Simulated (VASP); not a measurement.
# AlC3 (Pm-3m) in VASP: a series of runs, part 2 of 2

VASP 6.6.1. Earlier steps stand in the parts before.

## Step 5: Single point, PBE

This run uses another cell than the first one, of 8.58 Å³/atom, 1.095 times its volume.

Contents of INCAR:

```
SYSTEM = AlC3
PREC = Accurate
ENCUT = 520
EDIFF = 1E-7
ISMEAR = 1
SIGMA = 0.01
LREAL = .FALSE.
LASPH = .TRUE.
NELM = 100
ALGO = Normal
ISIF = 2
LWAVE = .FALSE.
LCHARG = .FALSE.
GGA = PE
NBANDS = 16
```

Contents of KPOINTS:

```
regular mesh
0
G
  7 7 7
  0 0 0
```

Contents of POSCAR:

```
AlC3
1.0
    3.2501434331      0.0000000000      0.0000000000
    0.0000000000      3.2501434331      0.0000000000
    0.0000000000      0.0000000000      3.2501434331
Al C
1 3
Direct
    0.0000000000      0.0000000000      0.0000000000
    0.0000000000      0.5000000000      0.5000000000
    0.5000000000      0.0000000000      0.5000000000
    0.5000000000      0.5000000000      0.0000000000
```

On the command line:

```bash
$ cat potpaw_PBE.64/Al/POTCAR potpaw_PBE.64/C/POTCAR > POTCAR
$ mpirun -np 1 vasp_std > vasp.out
```

Wall time 6.6 s (1 thread of Intel Xeon Platinum 8259CL at 2.50GHz (Skylake/Cascade Lake), shared host); peak memory 0.14 GiB.

Results (log left out):

- Free energy: -20.6042 eV
- Pressure: -6.5 GPa

Levels at points of the mesh, in eV from the Fermi level:
```tsv
k point	band 5	band 6	band 7	band 8	band 9	band 10	band 11	band 12
(0.00, 0.00, 0.00)	-5.47	-5.47	1.58	1.58	1.58	2.06	4.41	4.41
```

## Step 6: Single point, PBE

This run uses another cell than the first one, of 8.83 Å³/atom, 1.126 times its volume.

Contents of INCAR:

```
SYSTEM = AlC3
ALGO = Normal
EDIFF = 1E-7
ENCUT = 520
GGA = PE
ISIF = 2
ISMEAR = 1
LASPH = .True.
LCHARG = .False.
LREAL = .False.
LWAVE = .False.
NBANDS = 16
NELM = 60
PREC = Accurate
SIGMA = 0.01
```

Contents of KPOINTS:

```
k-points
0
Gamma
  7 7 7
  0 0 0
```

Contents of POSCAR:

```
AlC3
1.0
    3.2810990432      0.0000000000      0.0000000000
    0.0000000000      3.2810990432      0.0000000000
    0.0000000000      0.0000000000      3.2810990432
Al C
1 3
Direct
    0.0000000000      0.0000000000      0.0000000000
    0.0000000000      0.5000000000      0.5000000000
    0.5000000000      0.0000000000      0.5000000000
    0.5000000000      0.5000000000      0.0000000000
```

Potentials or basis: VASP PAW PBE potentials, release 64 (Al, C).

On the command line:

```bash
$ cat potpaw_PBE.64/Al/POTCAR potpaw_PBE.64/C/POTCAR > POTCAR
$ mpirun -np 1 vasp_std > vasp.out
```

OUTCAR:

```text
SYSTEM = AlC3
   EDIFF = 1E-7
   ENCUT = 520
   GGA = PE
   ISIF = 2
   ISMEAR = 1
   LASPH = .True.
   LREAL = .False.
   NELM = 60
   PREC = Accurate

 ion  position               nearest neighbor table
   1  0.000  0.000  0.000-   2 2.32   3 2.32   4 2.32   2 2.32   3 2.32   2 2.32   4 2.32   2 2.32
                             3 2.32   4 2.32   3 2.32   4 2.32
   2  0.000  0.500  0.500-   1 2.32   1 2.32   1 2.32   1 2.32
   3  0.500  0.000  0.500-   1 2.32   1 2.32   1 2.32   1 2.32
   4  0.500  0.500  0.000-   1 2.32   1 2.32   1 2.32   1 2.32

  LATTYP: Found a simple cubic cell.
 ALAT       =     3.2810990432

  Lattice vectors:

 A1 = (   3.2810990432,   0.0000000000,   0.0000000000)
 A2 = (   0.0000000000,   3.2810990432,   0.0000000000)
 A3 = (   0.0000000000,   0.0000000000,   3.2810990432)

Analysis of symmetry for initial positions (statically):
=====================================================================
 Subroutine PRICEL returns:
 Original cell was already a primitive cell.

 Routine SETGRP: Setting up the symmetry group for a
 simple cubic supercell.

 Subroutine GETGRP returns: Found 48 space group operations
 (whereof 48 operations were pure point group operations)
 out of a pool of 48 trial point group operations.

The static configuration has the point symmetry O_h .

Analysis of symmetry for dynamics (positions and initial velocities):
=====================================================================
 Subroutine PRICEL returns:
 Original cell was already a primitive cell.

 Routine SETGRP: Setting up the symmetry group for a
 simple cubic supercell.

 Subroutine GETGRP returns: Found 48 space group operations
 (whereof 48 operations were pure point group operations)
 out of a pool of 48 trial point group operations.

The dynamic configuration has the point symmetry O_h .

 Subroutine INISYM returns: Found 48 space group operations
 (whereof 48 operations are pure point group operations),
 and found     1 'primitive' translations

----------------------------------------------------------------------------------------

                                     Primitive cell

  volume of cell :      35.3230

  direct lattice vectors                    reciprocal lattice vectors
     3.281099043  0.000000000  0.000000000     0.304775926  0.000000000  0.000000000
     0.000000000  3.281099043  0.000000000     0.000000000  0.304775926  0.000000000
     0.000000000  0.000000000  3.281099043     0.000000000  0.000000000  0.304775926

  length of vectors
     3.281099043  3.281099043  3.281099043     0.304775926  0.304775926  0.304775926

  position of ions in fractional coordinates (direct lattice)
     0.000000000  0.000000000  0.000000000
     0.000000000  0.500000000  0.500000000
     0.500000000  0.000000000  0.500000000
     0.500000000  0.500000000  0.000000000

  ion indices of the primitive-cell ions
   primitive index   ion index
                 1           1
                 2           2
                 3           3
                 4           4

----------------------------------------------------------------------------------------

 KPOINTS: k-points

Automatic generation of k-mesh.
 Grid dimensions read from file:
 generate k-points for:    7    7    7

 Generating k-lattice:

  Cartesian coordinates                     Fractional coordinates (reciprocal lattice)
     0.043539418  0.000000000  0.000000000     0.142857143  0.000000000  0.000000000
     0.000000000  0.043539418  0.000000000     0.000000000  0.142857143  0.000000000
     0.000000000  0.000000000  0.043539418     0.000000000  0.000000000  0.142857143

  Length of vectors
     0.043539418  0.043539418  0.043539418

  Shift w.r.t. Gamma in fractional coordinates (k-lattice)
     0.000000000  0.000000000  0.000000000

 Subroutine IBZKPT returns following result:
 ===========================================

 Found     20 irreducible k-points:

 Following reciprocal coordinates:
            Coordinates               Weight
  0.000000  0.000000  0.000000      1.000000
  0.142857  0.000000  0.000000      6.000000
  0.285714  0.000000  0.000000      6.000000
  0.428571  0.000000  0.000000      6.000000
  0.142857  0.142857  0.000000     12.000000
  0.285714  0.142857  0.000000     24.000000
[... 12 lines left out ...]
  0.428571  0.428571  0.285714     24.000000
  0.428571  0.428571  0.428571      8.000000
   k-points           NKPTS =     20   k-points in BZ     NKDIM =     20   number of bands    NBANDS=     16
   number of dos      NEDOS =    301   number of ions     NIONS =      4
   total plane-waves  NPLWV =  13824
   dimension x,y,z NGX =    24 NGY =   24 NGZ =   24
   dimension x,y,z NGXF=    48 NGYF=   48 NGZF=   48
   ions per type =               1   3
   NGX,Y,Z   is equivalent  to a cutoff of  12.16, 12.16, 12.16 a.u.
   NGXF,Y,Z  is equivalent  to a cutoff of  24.32, 24.32, 24.32 a.u.
 SYSTEM =  AlC3
   PREC   = accura    normal or accurate (medium, high low for compatibility)
   ISTART =      0    job   : 0-new  1-cont  2-samecut
   ICHARG =      2    charge: 1-file 2-atom 10-const
   ISPIN  =      1    spin polarized calculation?
   LNONCOLLINEAR =      F non collinear calculations
   LSORBIT =      F    spin-orbit coupling
   LASPH  =      T    aspherical Exc in radial PAW
   ENCUT  =  520.0 eV  38.22 Ry    6.18 a.u.   6.10  6.10  6.10*2*pi/ulx,y,z
   NELM   =     60;   NELMIN=  2; NELMDL= -5     # of ELM steps
   EDIFF  = 0.1E-06   stopping-criterion for ELM
   LREAL  =      F    real-space projection
   EDIFFG = 0.1E-05   stopping-criterion for IOM
   NSW    =      0    number of steps for IOM
   IBRION =     -1    ionic relax: 0-MD 1-quasi-New 2-CG
   NFREE  =      0    steps in history (QN), initial steepest desc. (CG)
   ISIF   =      2    stress and relaxation
   ISYM   =      2    0-nonsym 1-usesym 2-fastsym
   POTIM  = 0.5000    time-step for ionic-motion
   TEBEG  =    0.0;   TEEND  =   0.0 temperature during run
   PSTRESS=    0.0 pullay stress
   NELECT =      15.0000    total number of electrons
   NUPDOWN=      -1.0000    fix difference up-down
   EMIN   =  10.00;   EMAX   =-10.00  energy-range for DOS
   EFERMI =   0.00;   METHOD = LEGACY
   ISMEAR =     1;   SIGMA  =   0.01  broadening in eV -4-tet -1-fermi 0-gaus
   EFERMI_NEDOS =   21; number of points for ismear=-14 and -15
   IALGO  =     38    algorithm
   IMIX   =      4    mixing-type and parameters
     AMIX     =   0.40;   BMIX     =  1.00
     AMIX_MAG =   1.60;   BMIX_MAG =  1.00
  volume/ion in A,a.u.               =       8.83        59.59
  Fermi-wavevector in a.u.,A,eV,Ry     =   1.230512  2.325331 20.601400  1.514160
  Thomas-Fermi vector in A             =   2.365358
   LORBIT       =      0    0 simple, 1 ext, 2 COOP (PROOUT), +10 PAW based schemes
   GGA     = PE    functional components
   LHFCALC =     F    Hartree Fock is set to
   AEXX    =    0.0000 exact exchange contribution
   IVDW    =     0    specifies the selected vdW correction
   LEPSILON=     F    determine dielectric tensor
   LRPA    =     F    only Hartree local field effects (RPA)
 non-spin polarized calculation
 Methfessel and Paxton  Order N= 1 SIGMA  =   0.01
  energy-cutoff  :      520.00
  volume of cell :       35.32
 maximum number of plane-waves:       969
   NGX = 13   NGY = 13   NGZ = 13

 number of electron      15.0000000 magnetization

 Free energy of the ion-electron system (eV)
  ---------------------------------------------------
  ext. energy  EPLUGINS =         0.00000000
  ---------------------------------------------------
  free energy    TOTEN  =       -20.55302943 eV

  energy without entropy =      -20.55289470  energy(sigma->0) =      -20.55298452

 E-fermi :   8.1113     XC(G=0): -11.9602

 val. band max:        8.1079201183   @ k =   0.2857   0.1429   0.0000
 cond. band min:       8.2953378772   @ k =   0.4286   0.2857   0.1429
 fundamental gap:      0.1874177589
 Fermi energy:         8.1113299254

 k-point     1 :       0.0000    0.0000    0.0000
  band No.  band energies     occupation
      1      -8.3757      2.00000
      2       1.6999      2.00000
      3       1.6999      2.00000
      4       2.8211      2.00000
      5       2.8211      2.00000
      6       2.8211      2.00000
[... 357 lines left out ...]
      3      -1.4401      2.00000
      4       1.0053      2.00000
      5       1.4840      2.00000
      6       1.4840      2.00000
[... 8 lines left out ...]
     15      22.3368      0.00000
     16      22.3368      0.00000

------------------------ aborting loop because EDIFF is reached ----------------------------------------

  FORCE on cell =-STRESS in cart. coord.  units (eV):
  Direction    XX          YY          ZZ          XY          YZ          ZX
  --------------------------------------------------------------------------------------
  -------------------------------------------------------------------------------------
  Total       -2.2260901     -2.2260901     -2.2260901      0.0000000      0.0000000     -0.0000000
  in kB     -100.9706824   -100.9706824   -100.9706824      0.0000000      0.0000000     -0.0000000
  external PRESSURE =    -100.9706824 kB  Pullay stress =       0.0000000 kB

 VOLUME and BASIS-vectors are now :
 -----------------------------------------------------------------------------
  energy-cutoff  :      520.00
  volume of cell :       35.32
      direct lattice vectors                 reciprocal lattice vectors
     3.281099043  0.000000000  0.000000000     0.304775926  0.000000000  0.000000000
     0.000000000  3.281099043  0.000000000     0.000000000  0.304775926  0.000000000
     0.000000000  0.000000000  3.281099043     0.000000000  0.000000000  0.304775926

 POSITION                                       TOTAL-FORCE (eV/Angst)
 -----------------------------------------------------------------------------------
      0.00000      0.00000      0.00000         0.000000      0.000000      0.000000
      0.00000      1.64055      1.64055         0.000000      0.000000      0.000000
      1.64055      0.00000      1.64055         0.000000      0.000000      0.000000
      1.64055      1.64055      0.00000         0.000000      0.000000      0.000000
 -----------------------------------------------------------------------------------
    total drift:                                0.000000     -0.000000     -0.000000

  FREE ENERGIE OF THE ION-ELECTRON SYSTEM (eV)
  ---------------------------------------------------
  free  energy   TOTEN  =       -20.5530294328 eV

  energy  without entropy=      -20.5528947002  energy(sigma->0) =      -20.55298452
```

OSZICAR:

```text
N       E                     dE             d eps       ncg     rms          rms(c)
DAV:   1     0.207616931810E+02    0.20762E+02   -0.62249E+03   640   0.785E+02
DAV:   2    -0.194106212381E+02   -0.40172E+02   -0.35446E+02   880   0.138E+02
DAV:   3    -0.208671621727E+02   -0.14565E+01   -0.14479E+01   744   0.239E+01
DAV:   4    -0.208753648225E+02   -0.82026E-02   -0.82003E-02   840   0.216E+00
DAV:   5    -0.208754479561E+02   -0.83134E-04   -0.83134E-04   776   0.219E-01    0.350E+00
DAV:   6    -0.206188164696E+02    0.25663E+00   -0.16779E-01   696   0.235E+00    0.183E+00
DAV:   7    -0.205581556798E+02    0.60661E-01   -0.63938E-02   776   0.148E+00    0.593E-01
DAV:   8    -0.205531933771E+02    0.49623E-02   -0.45390E-03   784   0.434E-01    0.964E-02
DAV:   9    -0.205530361493E+02    0.15723E-03   -0.66411E-04   704   0.155E-01    0.314E-02
DAV:  10    -0.205530294640E+02    0.66854E-05   -0.29599E-05   760   0.377E-02    0.901E-03
DAV:  11    -0.205530294317E+02    0.32262E-07   -0.56413E-06   776   0.134E-02    0.428E-03
DAV:  12    -0.205530294328E+02   -0.11522E-08   -0.56977E-07   672   0.469E-03
   1 F= -.20553029E+02 E0= -.20552985E+02  d E =-.134733E-03
```

Wall time 6.3 s (1 thread of Intel Xeon Platinum 8259CL at 2.50GHz (Skylake/Cascade Lake), shared host); peak memory 0.13 GiB.

What came out:

```
Free energy : -20.5530 eV
Pressure    : -10.1 GPa
```

Levels at points of the mesh, in eV from the Fermi level:
| k point | band 5 | band 6 | band 7 | band 8 | band 9 | band 10 | band 11 | band 12 |
| --- | --- | --- | --- | --- | --- | --- | --- | --- |
| (0.00, 0.00, 0.00) | -5.29 | -5.29 | 1.57 | 1.57 | 1.57 | 1.95 | 4.31 | 4.31 |

## Step 7: Overview

```tsv
cell	gap on the mesh (eV)	pressure (GPa)
a = 3.154 Å, 4 atoms	none	9.7
a = 3.186 Å, 4 atoms	none	3.5
a = 3.219 Å, 4 atoms	none	-1.9
a = 3.250 Å, 4 atoms	none	-6.5
a = 3.281 Å, 4 atoms	none	-10.1
```

Alike in all rows: task single point; level PBE; potentials or basis VASP PAW PBE potentials, release 64 (Al, C); no spin polarisation; k mesh 7 × 7 × 7; cutoff (eV) 520; smearing methfessel-paxton 0.01 eV.

Total energies depend on the potentials used, so only differences within one code and one set of settings carry meaning.
